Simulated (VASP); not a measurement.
# HC12 in VASP: a series of runs

HC12 is run at these levels: LDA; tasks: single point.

Program: VASP 6.6.1. These are calculated values, not measurements. Logs are shortened: lines on timing, memory, paths and dates and some standing lists are left out, and cuts for length are marked.

### 1 The cell of the first run

The cell holds a slab with vacuum, 26 atoms: a = 4.889 Å, b = 7.202 Å, c = 22.768 Å, α = 90.00°, β = 90.00°, γ = 109.84°.

### 2 Single point, LDA

INCAR reads:

```
PREC = Accurate ; ENCUT = 520
EDIFF = 1E-6 ; ISMEAR = 0
SIGMA = 0.05 ; LREAL = Auto
LASPH = True ; NELM = 80
ALGO = Normal ; ISIF = 2
LWAVE = False ; LCHARG = True
LDIPOL = True ; IDIPOL = 3
DIPOL = 0.5 0.5 0.295 ; GGA = CA
LELF = True ; LVHAR = True
LVACPOTAV = True ; NBANDS = 68
```

KPOINTS reads:

```
Automatic mesh
0
Gamma
  6 4 1
```

POSCAR reads:

```
HC12
1.0
    4.8892663280      0.0000000000      0.0000000000
   -2.4446331640      6.7739291692      0.0000000000
    0.0000000000      0.0000000000     22.7684096771
C H
24 2
Direct
    0.4020794403      0.3041588806      0.1756820110
    0.4020794403      0.8041588805      0.1756820110
    0.9020794403      0.3041588806      0.1756820110
    0.9020794403      0.8041588805      0.1756820110
    0.1630408159      0.3260816317      0.2059829668
    0.1630408159      0.8260816317      0.2059829668
    0.6630408159      0.3260816317      0.2059829668
    0.6630408159      0.8260816317      0.2059829668
    0.1846395683      0.3692791367      0.2666259491
    0.1846395683      0.8692791367      0.2666259491
    0.6846395683      0.3692791367      0.2666259491
    0.6846395683      0.8692791367      0.2666259491
    0.4461625696      0.3923265051      0.2960492075
    0.4461625696      0.8923265051      0.2960492075
    0.9461625696      0.3923265051      0.2960492075
    0.9461625696      0.8923265051      0.2960492075
    0.4715644646      0.4431294558      0.3591099590
    0.4715644646      0.9431294558      0.3591099590
    0.9715644646      0.4431294558      0.3591099590
    0.9715644646      0.9431294558      0.3591099590
    0.2327030006      0.4654044969      0.3851129614
    0.2327030006      0.9654044969      0.3851129614
    0.7327030006      0.4654044969      0.3851129614
    0.7327030006      0.9654044969      0.3851129614
    0.2327030006      0.7814163725      0.4610954312
    0.2327030006      1.1493926212      0.4610954312
```

Potentials or basis: VASP PAW LDA potentials, release 64 (C, H).

The run is started by

```bash
> cat potpaw_LDA.64/C/POTCAR potpaw_LDA.64/H/POTCAR > POTCAR
> mpirun -np 1 vasp_std > vasp.out
```

OUTCAR:

```text
PREC = Accurate
   ENCUT = 520
   EDIFF = 1E-6
   ISMEAR = 0
   LREAL = Auto
   LASPH = True
   NELM = 80
   ISIF = 2
   GGA = CA

 ion  position               nearest neighbor table
   1  0.402  0.304  0.176-   5 1.41   7 1.41
   2  0.402  0.804  0.176-   8 1.41   6 1.41
   3  0.902  0.304  0.176-   7 1.41   5 1.41
   4  0.902  0.804  0.176-   6 1.41   8 1.41
   5  0.163  0.326  0.206-   1 1.41   3 1.41   9 1.41
   6  0.163  0.826  0.206-   4 1.41   2 1.41  10 1.41
   7  0.663  0.326  0.206-   3 1.41   1 1.41  11 1.41
   8  0.663  0.826  0.206-   2 1.41   4 1.41  12 1.41
   9  0.185  0.369  0.267-  13 1.40  15 1.40   5 1.41
  10  0.185  0.869  0.267-  14 1.40  16 1.40   6 1.41
[... 8 lines left out ...]
  19  0.972  0.443  0.359-  23 1.37  21 1.37  15 1.48
  20  0.972  0.943  0.359-  24 1.37  22 1.37  16 1.48
  21  0.233  0.465  0.385-  17 1.37  19 1.37
  22  0.233  0.965  0.385-  18 1.37  20 1.37
  23  0.733  0.465  0.385-  19 1.37  17 1.37
  24  0.733  0.965  0.385-  20 1.37  18 1.37
  25  0.233  0.781  0.461-
  26  0.233  0.149  0.461-

  LATTYP: Found a base centered orthorhombic cell.
 ALAT       =     4.8892663280
 B/A-ratio  =     2.7709389159
 C/A-ratio  =     4.6568151845

  Lattice vectors:

 A1 = (   2.4446331640,  -6.7739291692,   0.0000000000)
 A2 = (   2.4446331640,   6.7739291692,   0.0000000000)
 A3 = (   0.0000000000,   0.0000000000,  22.7684096771)

Analysis of symmetry for initial positions (statically):
=====================================================================
 Subroutine PRICEL returns:
 Original cell was already a primitive cell.

 Routine SETGRP: Setting up the symmetry group for a
 base centered orthorhombic supercell.

 Subroutine GETGRP returns: Found  1 space group operations
 (whereof  1 operations were pure point group operations)
 out of a pool of  8 trial point group operations.

The static configuration has the point symmetry C_1 .

Analysis of symmetry for dynamics (positions and initial velocities):
=====================================================================
 Subroutine PRICEL returns:
 Original cell was already a primitive cell.

 Routine SETGRP: Setting up the symmetry group for a
 base centered orthorhombic supercell.

 Subroutine GETGRP returns: Found  1 space group operations
 (whereof  1 operations were pure point group operations)
 out of a pool of  8 trial point group operations.

The dynamic configuration has the point symmetry C_1 .

 Subroutine INISYM returns: Found  1 space group operations
 (whereof  1 operations are pure point group operations),
 and found     1 'primitive' translations

----------------------------------------------------------------------------------------

                                     Primitive cell

  volume of cell :     754.0793

  direct lattice vectors                    reciprocal lattice vectors
     4.889266328  0.000000000  0.000000000     0.204529664  0.073812405  0.000000000
    -2.444633164  6.773929169  0.000000000     0.000000000  0.147624809  0.000000000
     0.000000000  0.000000000 22.768409677     0.000000000  0.000000000  0.043920503

  length of vectors
     4.889266328  7.201551756 22.768409677     0.217441152  0.147624809  0.043920503

  position of ions in fractional coordinates (direct lattice)
     0.402079440  0.304158881  0.175682011
     0.402079440  0.804158880  0.175682011
     0.902079440  0.304158881  0.175682011
     0.902079440  0.804158880  0.175682011
     0.163040816  0.326081632  0.205982967
     0.163040816  0.826081632  0.205982967
[... 18 lines left out ...]
     0.232703001  0.781416372  0.461095431
     0.232703001  0.149392621  0.461095431

  ion indices of the primitive-cell ions
   primitive index   ion index
                 1           1
                 2           2
                 3           3
                 4           4
                 5           5
                 6           6
[... 18 lines left out ...]
                25          25
                26          26

----------------------------------------------------------------------------------------

 KPOINTS: Automatic mesh

Automatic generation of k-mesh.
 Grid dimensions read from file:
 generate k-points for:    6    4    1

 Generating k-lattice:

  Cartesian coordinates                     Fractional coordinates (reciprocal lattice)
     0.034088277  0.012302067  0.000000000     0.166666667  0.000000000  0.000000000
     0.000000000  0.036906202  0.000000000     0.000000000  0.250000000  0.000000000
     0.000000000  0.000000000  0.043920503     0.000000000  0.000000000  1.000000000

  Length of vectors
     0.036240192  0.036906202  0.043920503

  Shift w.r.t. Gamma in fractional coordinates (k-lattice)
     0.000000000  0.000000000  0.000000000

 -----------------------------------------------------------------------------
|                                                                             |
|           W    W    AA    RRRRR   N    N  II  N    N   GGGG   !!!           |
|           W    W   A  A   R    R  NN   N  II  NN   N  G    G  !!!           |
|           W    W  A    A  R    R  N N  N  II  N N  N  G       !!!           |
|           W WW W  AAAAAA  RRRRR   N  N N  II  N  N N  G  GGG   !            |
|           WW  WW  A    A  R   R   N   NN  II  N   NN  G    G                |
|           W    W  A    A  R    R  N    N  II  N    N   GGGG   !!!           |
|                                                                             |
|     Your reciprocal lattice and k-lattice belong to different lattice       |
|     classes:                                                                |
|                                                                             |
|        The reciprocal lattice is base centered orthorhombic,                |
|        whereas your k-lattice is simple monoclinic.                         |
|                                                                             |
|     Results are often still useful ...                                      |
|                                                                             |
 -----------------------------------------------------------------------------

 WARNING: IBZKPT: internal override: KBLOWUP is changed to .FALSE.
      ... skipping the blow-up phase ...

 Subroutine IBZKPT returns following result:
 ===========================================

 Found     14 irreducible k-points:

 Following reciprocal coordinates:
            Coordinates               Weight
  0.000000  0.000000  0.000000      1.000000
  0.166667  0.000000  0.000000      2.000000
  0.333333  0.000000  0.000000      2.000000
  0.500000  0.000000  0.000000      1.000000
  0.000000  0.250000  0.000000      2.000000
  0.166667  0.250000  0.000000      2.000000
  0.333333  0.250000  0.000000      2.000000
  0.500000  0.250000  0.000000      2.000000
 -0.333333  0.250000  0.000000      2.000000
 -0.166667  0.250000  0.000000      2.000000
  0.000000  0.500000  0.000000      1.000000
  0.166667  0.500000  0.000000      2.000000
  0.333333  0.500000  0.000000      2.000000
  0.500000  0.500000  0.000000      1.000000
   k-points           NKPTS =     14   k-points in BZ     NKDIM =     14   number of bands    NBANDS=     68
   number of dos      NEDOS =    301   number of ions     NIONS =     26
   total plane-waves  NPLWV = 349920
   dimension x,y,z NGX =    36 NGY =   54 NGZ =  180
   dimension x,y,z NGXF=    72 NGYF=  108 NGZF=  360
   ions per type =              24   2
   NGX,Y,Z   is equivalent  to a cutoff of  12.24, 12.47, 13.14 a.u.
   NGXF,Y,Z  is equivalent  to a cutoff of  24.48, 24.93, 26.29 a.u.
 SYSTEM =  unknown system
   PREC   = accura    normal or accurate (medium, high low for compatibility)
   ISTART =      0    job   : 0-new  1-cont  2-samecut
   ICHARG =      2    charge: 1-file 2-atom 10-const
   ISPIN  =      1    spin polarized calculation?
   LNONCOLLINEAR =      F non collinear calculations
   LSORBIT =      F    spin-orbit coupling
   LASPH  =      T    aspherical Exc in radial PAW
   ENCUT  =  520.0 eV  38.22 Ry    6.18 a.u.   9.09 13.39 42.33*2*pi/ulx,y,z
   NELM   =     80;   NELMIN=  2; NELMDL= -5     # of ELM steps
   EDIFF  = 0.1E-05   stopping-criterion for ELM
   LREAL  =      T    real-space projection
   EDIFFG = 0.1E-04   stopping-criterion for IOM
   NSW    =      0    number of steps for IOM
   IBRION =     -1    ionic relax: 0-MD 1-quasi-New 2-CG
   NFREE  =      0    steps in history (QN), initial steepest desc. (CG)
   ISIF   =      2    stress and relaxation
   ISYM   =      2    0-nonsym 1-usesym 2-fastsym
   POTIM  = 0.5000    time-step for ionic-motion
   TEBEG  =    0.0;   TEEND  =   0.0 temperature during run
   PSTRESS=    0.0 pullay stress
   NELECT =      98.0000    total number of electrons
   NUPDOWN=      -1.0000    fix difference up-down
   EMIN   =  10.00;   EMAX   =-10.00  energy-range for DOS
   EFERMI =   0.00;   METHOD = LEGACY
   ISMEAR =     0;   SIGMA  =   0.05  broadening in eV -4-tet -1-fermi 0-gaus
   EFERMI_NEDOS =   21; number of points for ismear=-14 and -15
   IALGO  =     38    algorithm
   IMIX   =      4    mixing-type and parameters
     AMIX     =   0.40;   BMIX     =  1.00
     AMIX_MAG =   1.60;   BMIX_MAG =  1.00
  volume/ion in A,a.u.               =      29.00       195.72
  Fermi-wavevector in a.u.,A,eV,Ry     =   0.829235  1.567028  9.355793  0.687631
  Thomas-Fermi vector in A             =   1.941748
   LORBIT       =      0    0 simple, 1 ext, 2 COOP (PROOUT), +10 PAW based schemes
   GGA     = CA    functional components
   LHFCALC =     F    Hartree Fock is set to
   AEXX    =    0.0000 exact exchange contribution
   IVDW    =     0    specifies the selected vdW correction
   LEPSILON=     F    determine dielectric tensor
   LRPA    =     F    only Hartree local field effects (RPA)
 non-spin polarized calculation
 Gauss-broadening in eV      SIGMA  =   0.05
  energy-cutoff  :      520.00
  volume of cell :      754.08
 maximum number of plane-waves:     20327
   NGX = 19   NGY = 27   NGZ = 85

 dipolmoment           0.000000      0.000000      0.026113 electrons x Angstroem

 number of electron      98.0000001 magnetization

 dipolmoment           0.000000      0.000000     -0.176523 electrons x Angstroem

 Free energy of the ion-electron system (eV)
  ---------------------------------------------------
  ext. energy  EPLUGINS =         0.00000000
  ---------------------------------------------------
  free energy    TOTEN  =      -218.71310246 eV

  energy without entropy =     -218.68498115  energy(sigma->0) =     -218.69904181

 E-fermi :  -3.5020     XC(G=0):  -3.9768

 val. band max:       -3.5117202498   @ k =   0.3333   0.5000   0.0000
 cond. band min:      -3.4969226869   @ k =   0.3333   0.5000   0.0000
 fundamental gap:      0.0147975629
 Fermi energy:        -3.5020265032

 k-point     1 :       0.0000    0.0000    0.0000
  band No.  band energies     occupation
      1     -22.3415      2.00000
      2     -22.0125      2.00000
      3     -20.6253      2.00000
      4     -20.3594      2.00000
      5     -18.1469      2.00000
      6     -17.9794      2.00000
[... 885 lines left out ...]
     60       1.9810      0.00000
     61       2.2946      0.00000
 [bands above 61 left out]

------------------------ aborting loop because EDIFF is reached ----------------------------------------

  FORCE on cell =-STRESS in cart. coord.  units (eV):
  Direction    XX          YY          ZZ          XY          YZ          ZX
  --------------------------------------------------------------------------------------
  -------------------------------------------------------------------------------------
  Total        3.3351962     -5.8975436     -3.3846367      1.4920054     -0.4093220      0.0434849
  in kB        7.0862249    -12.5303933     -7.1912701      3.1700341     -0.8696783      0.0923915
  external PRESSURE =      -4.2118129 kB  Pullay stress =       0.0000000 kB

 VOLUME and BASIS-vectors are now :
 -----------------------------------------------------------------------------
  energy-cutoff  :      520.00
  volume of cell :      754.08
      direct lattice vectors                 reciprocal lattice vectors
     4.889266328  0.000000000  0.000000000     0.204529664  0.073812405  0.000000000
    -2.444633164  6.773929169  0.000000000     0.000000000  0.147624809  0.000000000
     0.000000000  0.000000000 22.768409677     0.000000000  0.000000000  0.043920503

 POSITION                                       TOTAL-FORCE (eV/Angst)
 -----------------------------------------------------------------------------------
      1.22232      2.06035      4.00000         0.095360      0.304923      1.896842
      0.00000      5.44732      4.00000         0.246594      0.317488      2.070118
      3.66695      2.06035      4.00000        -0.100971      0.388822      1.882930
      2.44463      5.44732      4.00000        -0.251010      0.440810      2.064268
      0.00000      2.20885      4.68990        -0.003284     -0.760452     -3.569605
     -1.22232      5.59582      4.68990        -0.003129     -0.821199     -3.841162
[... 18 lines left out ...]
     -0.77253      5.29326     10.49841        -0.271566      0.455537     -1.540168
      0.77254      1.01198     10.49841         0.360161     -1.136939     -1.930039
 -----------------------------------------------------------------------------------
    total drift:                               -0.010058      0.011059      0.023221

  FREE ENERGIE OF THE ION-ELECTRON SYSTEM (eV)
  ---------------------------------------------------
  free  energy   TOTEN  =      -218.7131024648 eV

  energy  without entropy=     -218.6849811464  energy(sigma->0) =     -218.69904181

 vacuum level on the upper side and lower side of the slab         2.562         3.526
```

Wall time 15 min (1 thread of Intel Xeon 6975P-C (Granite Rapids), shared host); peak memory 0.8 GiB.

Results:

- Free energy: -218.7131 eV
- Largest force: 3.928 eV/Å
- Band gap on the k mesh: zero (bands 49 and 50 overlap by 0.04 eV)

Forces in eV/Å, atoms in the order of the input:
```
C    0.095  0.305  1.897
C    0.247  0.317  2.070
C   -0.101  0.389  1.883
C   -0.251  0.441  2.064
C   -0.003 -0.760 -3.570
C   -0.003 -0.821 -3.841
C    0.021 -0.701 -3.313
C    0.011 -0.671 -3.163
C   -0.041  0.349  1.431
C   -0.043  0.324  1.317
C    0.039  0.344  1.373
C    0.035  0.301  1.174
C    0.071  0.111  0.246
C    0.171  0.348  0.586
C   -0.063  0.035  0.234
C   -0.160  0.029  0.622
C    0.134  0.029 -0.406
C    1.031  0.071 -0.946
C   -0.076 -0.175 -0.465
C   -0.992 -0.371 -0.849
C   -0.161  0.306  0.947
C   -0.207  0.255  3.750
C    0.070  0.107  0.265
C    0.091  0.120  0.165
H   -0.272  0.456 -1.540
H    0.360 -1.137 -1.930
```

### 3 Single point, LDA

INCAR reads:

```
ALGO     = Normal         # electronic algorithm
DIPOL    = 0.5 0.5 0.292
EDIFF    = 1E-6           # SCF threshold, eV
ENCUT    = 520            # plane-wave cutoff, eV
GGA      = CA             # functional
IDIPOL   = 3            
ISIF     = 2              # what is computed and relaxed
ISMEAR   = 0              # smearing method
LASPH    = T              # aspherical terms in the spheres
LCHARG   = F              # write CHGCAR
LDIPOL   = T            
LREAL    = Auto         
LWAVE    = F              # write WAVECAR
NBANDS   = 68             # bands
NELM     = 100            # most SCF steps
PREC     = Accurate       # precision mode
SIGMA    = 0.05           # smearing width, eV
```

KPOINTS reads:

```
k-points
0
Gamma
  6 4 1
```

POSCAR: that of step 2 with these lines changed.

```diff
@@ -32,3 +32,3 @@
     0.7327030006      0.9654044969      0.3851129614
-    0.2327030006      0.7814163725      0.4610954312
-    0.2327030006      1.1493926212      0.4610954312
+    0.2327030006      0.9133323862      0.4189317485
+    0.2327030006      1.0174766075      0.4189317485
```

Potentials or basis: VASP PAW LDA potentials, release 64 (C, H).

The run is started by

```bash
> cat potpaw_LDA.64/C/POTCAR potpaw_LDA.64/H/POTCAR > POTCAR
> mpirun -np 1 vasp_std > vasp.out
```

It took 16 min on 1 thread of Intel Xeon 6975P-C (Granite Rapids), shared host; peak memory 0.8 GiB.

It converged, with:

```yaml
Free_energy: -219.2564 eV
Largest_force: 24.403 eV/Å
Band_gap_on_the_k_mesh: zero (bands 49 and 50 overlap by 0.01 eV)
```

Forces in eV/Å, atoms in the order of the input:
```
C     0.004   0.310   1.789
C     0.289   0.361   1.988
C    -0.001   0.289   1.783
C    -0.287   0.341   1.987
C     0.004  -0.703  -3.413
C     0.000  -0.812  -3.734
C    -0.005  -0.703  -3.405
C    -0.001  -0.633  -3.168
C    -0.021   0.396   1.503
C    -0.013   0.380   1.361
C     0.015   0.394   1.500
C     0.009   0.323   1.278
C     0.006  -0.001   0.098
C     0.319   0.182   0.980
C    -0.002   0.066   0.072
C    -0.361   0.262   0.936
C     0.002  -0.099  -0.311
C     3.035   0.093  -2.774
C     0.002  -0.117  -0.394
C    -2.963  -1.031  -2.698
C    -0.023   0.188   0.373
C    -0.160  -0.101 -24.403
C     0.018   0.176   0.349
C     0.058   0.041   0.528
H     3.398 -13.129  14.022
H    -3.323  13.528  13.754
```

Levels at points of the mesh, in eV from the Fermi level:
| k point | band 46 | band 47 | band 48 | band 49 | band 50 | band 51 | band 52 | band 53 |
| --- | --- | --- | --- | --- | --- | --- | --- | --- |
| (0.00, 0.00, 0.00) | -0.42 | -0.30 | -0.27 | -0.26 | 0.17 | 0.36 | 0.63 | 0.68 |
| (0.50, 0.00, 0.00) | -0.21 | -0.14 | -0.09 | -0.04 | 0.00 | 0.07 | 0.11 | 1.50 |
| (0.00, 0.50, 0.00) | -0.42 | -0.40 | -0.29 | -0.26 | 0.27 | 0.41 | 0.55 | 0.82 |
| (0.50, 0.50, 0.00) | -0.22 | -0.14 | -0.10 | -0.04 | 0.00 | 0.07 | 0.11 | 1.50 |
